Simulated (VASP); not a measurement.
TaN (rocksalt type):

```
Ta N
1.0
     0.00000    1.93287    1.93287
     1.93287    0.00000    1.93287
     1.93287    1.93287    0.00000
Ta N
1 1
Direct
  0.00000 0.00000 0.00000
  0.50000 0.50000 0.50000
```

This cell differs from its parent crystal: volume scaled by 0.68.

Base run:

```yaml
Program: VASP 6.6.1
Functional: r2SCAN
Potentials_or_basis: VASP PAW PBE potentials, release 64 (Ta_pv, N)
Cutoff: 520 eV
k_mesh: 15 × 15 × 15
Occupations: fermi-dirac, width 0.05 eV
Spin: no spin polarisation
```

Its results: band gap on the k mesh zero (band 8 reaches 17.78 eV, above the bottom of band 9 at 10.90 eV); pressure 321.0 GPa.

The run is repeated on the same cell with these changes: further incar settings from ALGO = Normal; EDIFF = 1e-07; NBANDS = 15 to ALGO = Normal; EDIFF = 1e-06; NBANDS = 15; dispersion from none to D3(BJ). What comes out?

Band gap on the k mesh zero (band 8 reaches 17.78 eV, above the bottom of band 9 at 10.90 eV); pressure 313.7 GPa.

Caveats: the PAW data sets were made with another functional, which shifts forces and pressure a little; spin-orbit coupling is left out, which moves the levels of the heavy elements; three body term missing (some runs); pairwise dispersion overbinds metals, which lowers pressure and volume (some runs).
